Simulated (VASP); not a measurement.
C: single point with PBE+D3(BJ)

System: C, a slab with vacuum.

```
C
1.0
     2.65016    0.00000    0.00000
    -1.32508    1.97486    0.00000
     0.00000    0.00000   23.92229
C
4
Direct
  0.00000 0.00000 0.57116
  0.00000 0.00000 0.42884
  0.33333 0.66667 0.42882
  0.66667 0.33333 0.57118
```

This cell differs from its parent crystal: strain +0.0750 x Voigt [1, -1, 0, 0, 0, 0].

```yaml
Program: VASP 6.6.1
Task: single point
Functional: PBE
Dispersion: D3(BJ)
Potentials_or_basis: VASP PAW PBE potentials, release 64 (C)
Cutoff: 600 eV
k_mesh: 24 × 24 × 2
Occupations: gaussian, width 0.15 eV
Spin: no spin polarisation
```

| Property | Result |
| --- | --- |
| Largest force | 2.594 eV/Å |
| Dispersion energy per atom | -0.116 eV |

Forces on the atoms (eV/Å):
```
C    0.000  2.587  0.002
C    0.000 -2.587 -0.002
C    0.000  2.594  0.001
C    0.000 -2.594 -0.001
```

It took 12 min on 1 thread of Intel(R) Xeon(R) Platinum 8488C (Sapphire Rapids), on a shared host, peak memory 0.7 GiB.

Caveat: the cell differs from its parent crystal (strain +0.0750 x Voigt [1, -1, 0, 0, 0, 0]).
